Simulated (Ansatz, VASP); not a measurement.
# GaN in VASP and in Ansatz

Contents of POSCAR:

```
GaN
1.0
    0.0000000000      2.1085152362      2.1085152362
    2.1085152362      0.0000000000      2.1085152362
    2.1085152362      2.1085152362      0.0000000000
Ga N
1 1
Direct
    0.0000000000      0.0000000000      0.0000000000
    0.5000000000      0.5000000000      0.5000000000
```

Contents of INCAR.step1:

```
ALGO = Normal ; EDIFF = 1E-5
ENCUT = 910 ; GGA = PE
GGA_COMPAT = False ; ISMEAR = 0
LASPH = True ; LCHARG = False
LREAL = False ; LWAVE = True
NBANDS = 16 ; NELM = 120
PREC = Accurate ; SIGMA = 0.01
```

The input INCAR.step2:

```
ALGO = Normal ; EDIFF = 1E-6
ENCUT = 910 ; GGA_COMPAT = False
ISIF = 2 ; ISMEAR = 0
ISTART = 1 ; LASPH = True
LCHARG = True ; LELF = True
LMIXTAU = True ; LREAL = False
LVHAR = True ; LWAVE = False
METAGGA = R2SCAN ; NBANDS = 16
NELM = 120 ; PREC = Accurate
SIGMA = 0.01
```

Contents of KPOINTS:

```
k-points
0
Gamma
  8 8 8
```

Input for Ansatz:

```yaml
crystal:
  lattice:
    - [0.0, 2.1085152362, 2.1085152362]
    - [2.1085152362, 0.0, 2.1085152362]
    - [2.1085152362, 2.1085152362, 0.0]
  atoms:
    - { symbol: Ga, position: [0.0, 0.0, 0.0] }
    - { symbol: "N", position: [0.5, 0.5, 0.5] }
kpoints:
  mp_grid: { grid: [8, 8, 8] }
hamiltonian:
  xc: r2scan
scf:
  occupations: { method: fixed }
  n_extra_bands: 4
output:
  forces: true
  stress: true
  eigenvalues: true
```

Alike in both runs: task single point; functional r2SCAN; k mesh 8 × 8 × 8; no spin polarisation.

|  | VASP | Ansatz |
| --- | --- | --- |
| version | VASP 6.6.1 | Ansatz 0.2.0 |
| potentials or method | VASP PAW PBE potentials, release 64 (Ga_d, N_h) | plane waves, PAW |
| plane-wave cutoff (eV) | 910 | 500 |
| occupations | gaussian, width 0.01 eV | fixed |
| valence electrons in the cell | 18 | 18 |

Ansatz gave:

| Quantity | Value |
| --- | --- |
| gap on the k mesh at the Fermi level (eV) | 1.19 |

Task: Estimate VASP's values.

Result: gap on the k mesh at the Fermi level (eV): 1.17.

VASP's potentials were made for PBE, not for r2SCAN.

Noted on VASP's run: the cutoff is short for stress, so the pressure is rough.
